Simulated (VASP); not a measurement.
# C in VASP: notebook

The runs below take C through single point, with PBE.

Program: VASP 6.6.1. These are calculated values, not measurements. Logs are shortened: lines on timing, memory, paths and dates and some standing lists are left out, and cuts for length are marked.

## Step 1: The cell of the first run

Symmetry: I4/mmm, No. 139, tetragonal system. The conventional cell has a = 3.446 Å, b = 3.446 Å, c = 7.653 Å, α = 90.00°, β = 90.00°, γ = 90.00°. Within 1.8 Å of C (site symmetry m2m) lie 3 C at 1.38 to 1.46 Å.

The cell was built from a structure type or drawn by symmetry, and may not be a known phase.

## Step 2: Single point, PBE, collinear spin

Input file INCAR:

```
SYSTEM = C
ALGO = Normal
EDIFF = 1E-7
ENCUT = 520
GGA = PE
ISIF = 2
ISMEAR = 0
ISPIN = 2
LASPH = .True.
LCHARG = .True.
LELF = .True.
LORBIT = 11
LREAL = .False.
LVHAR = .True.
LWAVE = .False.
MAGMOM = 1 1 1 1
NBANDS = 20
NELM = 150
PREC = Accurate
SIGMA = 0.1
```

Input file KPOINTS:

```
k-points
0
Gamma
  8 8 8
  0 0 0
```

Input file POSCAR:

```
C
1.0
   -1.7228210181      1.7228210181      3.8264359866
    1.7228210181     -1.7228210181      3.8264359866
    1.7228210181      1.7228210181     -3.8264359866
C
4
Direct
    0.5000000000      0.1998743114      0.6998743114
    0.8001256886      0.5000000000      0.3001256886
    0.1998743114      0.5000000000      0.6998743114
    0.5000000000      0.8001256886      0.3001256886
```

Potentials or basis: VASP PAW PBE potentials, release 64 (C).

Run with:

```console
$ cat potpaw_PBE.64/C/POTCAR > POTCAR
$ mpirun -np 1 vasp_std > vasp.out
```

OUTCAR:

```text
SYSTEM = C
   EDIFF = 1E-7
   ENCUT = 520
   GGA = PE
   ISIF = 2
   ISMEAR = 0
   ISPIN = 2
   LASPH = .True.
   LORBIT = 11
   LREAL = .False.
   NELM = 150
   PREC = Accurate

 ion  position               nearest neighbor table
   1  0.500  0.200  0.700-   4 1.38   3 1.46   2 1.46   4 2.07
   2  0.800  0.500  0.300-   3 1.38   4 1.46   1 1.46   3 2.07
   3  0.200  0.500  0.700-   2 1.38   1 1.46   4 1.46   2 2.07
   4  0.500  0.800  0.300-   1 1.38   2 1.46   3 1.46   1 2.07

  LATTYP: Found a body centered tetragonal cell.
 ALAT       =     3.4456420362
 C/A-ratio  =     2.2210293155

  Lattice vectors:

 A1 = (  -1.7228210181,   1.7228210181,   3.8264359866)
 A2 = (   1.7228210181,  -1.7228210181,   3.8264359866)
 A3 = (   1.7228210181,   1.7228210181,  -3.8264359866)

Analysis of symmetry for initial positions (statically):
=====================================================================
 Subroutine PRICEL returns:
 Original cell was already a primitive cell.

 Routine SETGRP: Setting up the symmetry group for a
 body centered tetragonal supercell.

 Subroutine GETGRP returns: Found 16 space group operations
 (whereof 16 operations were pure point group operations)
 out of a pool of 16 trial point group operations.

The static configuration has the point symmetry D_4h.

Analysis of symmetry for dynamics (positions and initial velocities):
=====================================================================
 Subroutine PRICEL returns:
 Original cell was already a primitive cell.

 Routine SETGRP: Setting up the symmetry group for a
 body centered tetragonal supercell.

 Subroutine GETGRP returns: Found 16 space group operations
 (whereof 16 operations were pure point group operations)
 out of a pool of 16 trial point group operations.

The dynamic configuration has the point symmetry D_4h.

Analysis of structural, dynamic, and magnetic symmetry:
=====================================================================
 Subroutine PRICEL returns:
 Original cell was already a primitive cell.

 Routine SETGRP: Setting up the symmetry group for a
 body centered tetragonal supercell.

 Subroutine GETGRP returns: Found 16 space group operations
 (whereof 16 operations were pure point group operations)
 out of a pool of 16 trial point group operations.

The overall configuration has the point symmetry D_4h.

 Subroutine INISYM returns: Found 16 space group operations
 (whereof 16 operations are pure point group operations),
 and found     1 'primitive' translations

----------------------------------------------------------------------------------------

                                     Primitive cell

  volume of cell :      45.4292

  direct lattice vectors                    reciprocal lattice vectors
    -1.722821018  1.722821018  3.826435987     0.000000000  0.290221674  0.130669898
     1.722821018 -1.722821018  3.826435987     0.290221674  0.000000000  0.130669898
     1.722821018  1.722821018 -3.826435987     0.290221674  0.290221674  0.000000000

  length of vectors
     4.536280071  4.536280071  4.536280071     0.318281703  0.318281703  0.410435428

  position of ions in fractional coordinates (direct lattice)
     0.500000000  0.199874311  0.699874311
     0.800125689  0.500000000  0.300125689
     0.199874311  0.500000000  0.699874311
     0.500000000  0.800125689  0.300125689

  ion indices of the primitive-cell ions
   primitive index   ion index
                 1           1
                 2           2
                 3           3
                 4           4

----------------------------------------------------------------------------------------

 KPOINTS: k-points

Automatic generation of k-mesh.
 Grid dimensions read from file:
 generate k-points for:    8    8    8

 Generating k-lattice:

  Cartesian coordinates                     Fractional coordinates (reciprocal lattice)
     0.000000000  0.036277709  0.016333737     0.125000000  0.000000000 -0.000000000
     0.036277709  0.000000000  0.016333737     0.000000000  0.125000000 -0.000000000
     0.036277709  0.036277709  0.000000000     0.000000000  0.000000000  0.125000000

  Length of vectors
     0.039785213  0.039785213  0.051304428

  Shift w.r.t. Gamma in fractional coordinates (k-lattice)
     0.000000000  0.000000000  0.000000000

 Subroutine IBZKPT returns following result:
 ===========================================

 Found     59 irreducible k-points:

 Following reciprocal coordinates:
            Coordinates               Weight
  0.000000  0.000000  0.000000      1.000000
  0.125000 -0.000000  0.000000      8.000000
  0.250000 -0.000000  0.000000      8.000000
  0.375000 -0.000000  0.000000      8.000000
  0.500000 -0.000000  0.000000      4.000000
  0.125000  0.125000  0.000000      8.000000
[... 16 lines left out ...]
  0.250000  0.125000  0.125000     16.000000
  0.375000  0.125000  0.125000      8.000000
 [... further k-points ...]
   k-points           NKPTS =     59   k-points in BZ     NKDIM =     59   number of bands    NBANDS=     20
   number of dos      NEDOS =    301   number of ions     NIONS =      4
   total plane-waves  NPLWV =  46656
   dimension x,y,z NGX =    36 NGY =   36 NGZ =   36
   dimension x,y,z NGXF=    72 NGYF=   72 NGZF=   72
   ions per type =               4
   NGX,Y,Z   is equivalent  to a cutoff of  13.19, 13.19, 13.19 a.u.
   NGXF,Y,Z  is equivalent  to a cutoff of  26.39, 26.39, 26.39 a.u.
 SYSTEM =  C
   PREC   = accura    normal or accurate (medium, high low for compatibility)
   ISTART =      0    job   : 0-new  1-cont  2-samecut
   ICHARG =      2    charge: 1-file 2-atom 10-const
   ISPIN  =      2    spin polarized calculation?
   LNONCOLLINEAR =      F non collinear calculations
   LSORBIT =      F    spin-orbit coupling
   LASPH  =      T    aspherical Exc in radial PAW
   ENCUT  =  520.0 eV  38.22 Ry    6.18 a.u.   8.43  8.43  8.43*2*pi/ulx,y,z
   NELM   =    150;   NELMIN=  2; NELMDL= -5     # of ELM steps
   EDIFF  = 0.1E-06   stopping-criterion for ELM
   LREAL  =      F    real-space projection
   EDIFFG = 0.1E-05   stopping-criterion for IOM
   NSW    =      0    number of steps for IOM
   IBRION =     -1    ionic relax: 0-MD 1-quasi-New 2-CG
   NFREE  =      0    steps in history (QN), initial steepest desc. (CG)
   ISIF   =      2    stress and relaxation
   ISYM   =      2    0-nonsym 1-usesym 2-fastsym
   POTIM  = 0.5000    time-step for ionic-motion
   TEBEG  =    0.0;   TEEND  =   0.0 temperature during run
   PSTRESS=    0.0 pullay stress
   NELECT =      16.0000    total number of electrons
   NUPDOWN=      -1.0000    fix difference up-down
   EMIN   =  10.00;   EMAX   =-10.00  energy-range for DOS
   EFERMI =   0.00;   METHOD = LEGACY
   ISMEAR =     0;   SIGMA  =   0.10  broadening in eV -4-tet -1-fermi 0-gaus
   EFERMI_NEDOS =   21; number of points for ismear=-14 and -15
   IALGO  =     38    algorithm
   IMIX   =      4    mixing-type and parameters
     AMIX     =   0.40;   BMIX     =  1.00
     AMIX_MAG =   1.60;   BMIX_MAG =  1.00
  volume/ion in A,a.u.               =      11.36        76.64
  Fermi-wavevector in a.u.,A,eV,Ry     =   1.156121  2.184752 18.185757  1.336615
  Thomas-Fermi vector in A             =   2.292744
   LORBIT       =     11    0 simple, 1 ext, 2 COOP (PROOUT), +10 PAW based schemes
   GGA     = PE    functional components
   LHFCALC =     F    Hartree Fock is set to
   AEXX    =    0.0000 exact exchange contribution
   IVDW    =     0    specifies the selected vdW correction
   LEPSILON=     F    determine dielectric tensor
   LRPA    =     F    only Hartree local field effects (RPA)
 spin polarized calculation
 Gauss-broadening in eV      SIGMA  =   0.10
  energy-cutoff  :      520.00
  volume of cell :       45.43
 maximum number of plane-waves:      1247
 NGX is ok and might be reduce to    36

 number of electron      16.0000000 magnetization       0.0000027

 number of electron      16.0000000 magnetization      -0.0000099

 Free energy of the ion-electron system (eV)
  ---------------------------------------------------
  ext. energy  EPLUGINS =         0.00000000
  ---------------------------------------------------
  free energy    TOTEN  =       -34.88287387 eV

  energy without entropy =      -34.88287215  energy(sigma->0) =      -34.88287301

 E-fermi :   2.2564     XC(G=0):  -8.8302

 val. band max:        2.0054570944   @ k =  -0.3750   0.3750   0.3750
 cond. band min:       2.5066175554   @ k =  -0.1250   0.1250   0.0000
 fundamental gap:      0.5011604610
 Fermi energy:         2.2564314735

 spin component 1

 k-point     1 :       0.0000    0.0000    0.0000
  band No.  band energies     occupation
      1     -16.7565      1.00000
      2      -8.7240      1.00000
      3      -8.2481      1.00000
      4      -6.8094      1.00000
      5      -6.8094      1.00000
      6      -4.1956      1.00000
[... 12 lines left out ...]
     19      19.5447      0.00000
[... 513 lines left out ...]
      4      -5.1657      1.00000
      5      -2.9425      1.00000
      6      -2.3632      1.00000
[... 12 lines left out ...]
     19      18.4621      0.00000
     20      19.2392      0.00000

 [... further k-points ...]

 spin component 2

 k-point     1 :       0.0000    0.0000    0.0000
  band No.  band energies     occupation
      1     -16.7564      1.00000
      2      -8.7240      1.00000
      3      -8.2481      1.00000
      4      -6.8094      1.00000
      5      -6.8094      1.00000
      6      -4.1956      1.00000
[... 12 lines left out ...]
     19      19.5446      0.00000
[... 513 lines left out ...]
      4      -5.1657      1.00000
      5      -2.9425      1.00000
      6      -2.3632      1.00000
[... 12 lines left out ...]
     19      18.4621      0.00000
     20      19.2392      0.00000

 [... further k-points ...]
[... 5 lines left out ...]
  --------------------------------------------------------------------------------------
  -------------------------------------------------------------------------------------
  Total       -0.0314356     -0.0314356      0.2170873      0.0000000     -0.0000000     -0.0000000
  in kB       -1.1086584     -1.1086584      7.6561476      0.0000000     -0.0000000     -0.0000000
  external PRESSURE =       1.8129436 kB  Pullay stress =       0.0000000 kB

 VOLUME and BASIS-vectors are now :
 -----------------------------------------------------------------------------
  energy-cutoff  :      520.00
  volume of cell :       45.43
      direct lattice vectors                 reciprocal lattice vectors
    -1.722821018  1.722821018  3.826435987     0.000000000  0.290221674  0.130669898
     1.722821018 -1.722821018  3.826435987     0.290221674  0.000000000  0.130669898
     1.722821018  1.722821018 -3.826435987     0.290221674  0.290221674  0.000000000

 POSITION                                       TOTAL-FORCE (eV/Angst)
 -----------------------------------------------------------------------------------
      0.68870      1.72282      0.00000        -0.283265      0.000000      0.000000
     -0.00000      1.03413      3.82644         0.000000      0.283265      0.000000
      1.72282      0.68870      0.00000         0.000000     -0.283265      0.000000
      1.03413     -0.00000      3.82644         0.283265      0.000000      0.000000
 -----------------------------------------------------------------------------------
    total drift:                               -0.000000      0.000000      0.000000

  FREE ENERGIE OF THE ION-ELECTRON SYSTEM (eV)
  ---------------------------------------------------
  free  energy   TOTEN  =       -34.8828738716 eV

  energy  without entropy=      -34.8828721482  energy(sigma->0) =      -34.88287301

 total charge

# of ion       s       p       d       tot
------------------------------------------
    1        0.865   1.749   0.000   2.614
    2        0.865   1.749   0.000   2.614
    3        0.865   1.749   0.000   2.614
    4        0.865   1.749   0.000   2.614
--------------------------------------------------
tot          3.461   6.995   0.000  10.456

 magnetization (x)

# of ion       s       p       d       tot
------------------------------------------
    1       -0.000   0.000   0.000  -0.000
    2       -0.000   0.000   0.000  -0.000
    3       -0.000   0.000   0.000  -0.000
    4       -0.000   0.000   0.000  -0.000
--------------------------------------------------
tot         -0.000   0.000   0.000  -0.000
```

Wall time 2.3 min (1 thread of Intel Xeon Platinum 8259CL at 2.50GHz (Skylake/Cascade Lake), shared host); peak memory 0.26 GiB.

Results:

```
Free energy                                           : -34.8829 eV
Pressure                                              : 0.2 GPa
Largest force                                         : 0.283 eV/Å
Band gap on the k mesh                                : zero (filled and empty bands overlap)
Net moment                                            : 0.00 μB per cell
Valence electrons inside the program's atomic spheres : C 2.61
```

Forces in eV/Å, atoms in the order of the input:
```
C   -0.283  0.000  0.000
C    0.000  0.283  0.000
C    0.000 -0.283  0.000
C    0.283  0.000  0.000
```

Stress tensor (GPa, compression positive):
```
-0.11  0.00  0.00
 0.00 -0.11  0.00
 0.00  0.00  0.77
```

Caveat: this functional lacks dispersion, which binds the layers, so the pressure and a relaxed spacing across them are unreliable.

## Step 3: Single point, PBE

This run uses another cell than the first one: it holds 8 atoms, not 4.

Input file INCAR:

```
SYSTEM = C
  PREC = Accurate
  ENCUT = 520
  EDIFF = 1E-7
  ISMEAR = 0
  SIGMA = 0.2
  LREAL = .False.
  LASPH = .True.
  NELM = 60
  ALGO = Normal
  ISIF = 2
  LWAVE = .False.
  LCHARG = .False.
  GGA = PE
  NBANDS = 26
```

Input file KPOINTS:

```
regular mesh
0
Gamma
  6 4 6
  0 0 0
```

Input file POSCAR:

```
C
1.0
   -3.4418392982      3.4423987481     -0.0584362533
    3.4491776835      3.4498211080      0.0288707156
    1.6670555533     -1.7031650337     -4.3507267886
C
8
Direct
    0.1500768713      0.3491892991      0.9999467645
    0.6506461001      0.8496069607      0.0001494038
    0.6501207287      0.1508372358      0.0000173775
    0.1505377363      0.6503603641      0.0000418957
    0.8494330936      0.3496115571      0.9998862020
    0.3498470619      0.8491847456     -0.0000538411
    0.3494085117      0.1503646422     -0.0000625133
    0.8499298965      0.6508451953      0.0000747112
```

Potentials or basis: VASP PAW PBE potentials, release 64 (C).

Run with:

```console
$ cat potpaw_PBE.64/C/POTCAR > POTCAR
$ mpirun -np 1 vasp_std > vasp.out
```

OUTCAR:

```text
SYSTEM = C
   PREC = Accurate
   ENCUT = 520
   EDIFF = 1E-7
   ISMEAR = 0
   LREAL = .False.
   LASPH = .True.
   NELM = 60
   ISIF = 2
   GGA = PE

 ion  position               nearest neighbor table
   1  0.150  0.349  1.000-   7 1.37   5 1.46   4 1.47
   2  0.651  0.850  0.000-   8 1.37   6 1.46   3 1.47
   3  0.650  0.151  0.000-   5 1.37   7 1.46   2 1.47
   4  0.151  0.650  0.000-   6 1.37   8 1.46   1 1.47
   5  0.849  0.350  1.000-   3 1.37   1 1.46   8 1.47
[... 915 lines left out ...]
  Total        0.1592099      0.1095792     -0.0629745     -0.0024315     -0.0016954      0.0041303
  in kB        2.4528753      1.6882380     -0.9702190     -0.0374610     -0.0261208      0.0636337
  external PRESSURE =       1.0569648 kB  Pullay stress =       0.0000000 kB

 VOLUME and BASIS-vectors are now :
 -----------------------------------------------------------------------------
  energy-cutoff  :      520.00
  volume of cell :      103.99
      direct lattice vectors                 reciprocal lattice vectors
    -3.441839298  3.442398748 -0.058436253    -0.143856026  0.144764752 -0.111791495
     3.449177683  3.449821108  0.028870716     0.144975383  0.144931686 -0.001186138
     1.667055553 -1.703165034 -4.350726789     0.002894218 -0.000982647 -0.228353012

 POSITION                                       TOTAL-FORCE (eV/Angst)
 -----------------------------------------------------------------------------------
      2.35484      0.01819     -4.34918        -0.037295      0.007113      0.000484
      0.69128      5.17052     -0.01414        -0.022595     -0.007541      0.006926
     -1.71732      2.75831     -0.03371        -0.009179      0.034858      0.000069
      1.72515      2.76177      0.00980         0.003593      0.050612      0.001840
     -0.05087      2.42721     -4.38978         0.002589     -0.045035     -0.006269
      3.39184      2.43078     -4.34642         0.002127     -0.037398     -0.005648
      0.98298      0.01848     -4.36653         0.031866      0.010329     -0.000477
     -0.68032      5.17097     -0.03120         0.028895     -0.012937      0.003075
 -----------------------------------------------------------------------------------
    total drift:                               -0.000000      0.000004     -0.000002

  FREE ENERGIE OF THE ION-ELECTRON SYSTEM (eV)
  ---------------------------------------------------
  free  energy   TOTEN  =       -69.6823959882 eV

  energy  without entropy=      -69.6482179421  energy(sigma->0) =      -69.66530697
```

OSZICAR:

```text
N       E                     dE             d eps       ncg     rms          rms(c)
DAV:   1     0.139146213443E+03    0.13915E+03   -0.15133E+04  3952   0.109E+03
DAV:   2    -0.620970508028E+02   -0.20124E+03   -0.18831E+03  5376   0.243E+02
DAV:   3    -0.744326709574E+02   -0.12336E+02   -0.12153E+02  5176   0.589E+01
DAV:   4    -0.746448857568E+02   -0.21221E+00   -0.21183E+00  5040   0.894E+00
DAV:   5    -0.746513375936E+02   -0.64518E-02   -0.64486E-02  5498   0.148E+00    0.123E+01
DAV:   6    -0.708695590188E+02    0.37818E+01   -0.36515E+00  5094   0.893E+00    0.714E+00
DAV:   7    -0.696563054007E+02    0.12133E+01   -0.39546E+00  4906   0.926E+00    0.206E+00
DAV:   8    -0.696821792969E+02   -0.25874E-01   -0.16255E-01  4538   0.207E+00    0.198E-01
DAV:   9    -0.696814062630E+02    0.77303E-03   -0.12736E-02  4946   0.567E-01    0.129E-01
DAV:  10    -0.696823699489E+02   -0.96369E-03   -0.12480E-03  4542   0.227E-01    0.452E-02
DAV:  11    -0.696823971257E+02   -0.27177E-04   -0.20572E-04  4456   0.790E-02    0.239E-02
DAV:  12    -0.696823947662E+02    0.23594E-05   -0.75801E-05  4570   0.424E-02    0.514E-03
DAV:  13    -0.696823959501E+02   -0.11838E-05   -0.20244E-06  4628   0.880E-03    0.175E-03
DAV:  14    -0.696823959882E+02   -0.38119E-07   -0.13160E-07  4122   0.221E-03
   1 F= -.69682396E+02 E0= -.69665307E+02  d E =-.341780E-01
```

It took 2.3 min on 1 thread of Intel Xeon Platinum 8259CL at 2.50GHz (Skylake/Cascade Lake), shared host; peak memory 0.29 GiB.

Results:

```yaml
Free_energy: -69.6824 eV
Pressure: 0.1 GPa
Largest_force: 0.051 eV/Å
```

Forces on the atoms (eV/Å):
```
C   -0.037  0.007  0.000
C   -0.023 -0.008  0.007
C   -0.009  0.035  0.000
C    0.004  0.051  0.002
C    0.003 -0.045 -0.006
C    0.002 -0.037 -0.006
C    0.032  0.010  0.000
C    0.029 -0.013  0.003
```

Stress tensor (GPa, compression positive):
```
 0.25  0.00  0.01
 0.00  0.17  0.00
 0.01  0.00 -0.10
```

Caveat: this functional lacks dispersion, which binds the layers, so the pressure and a relaxed spacing across them are unreliable.
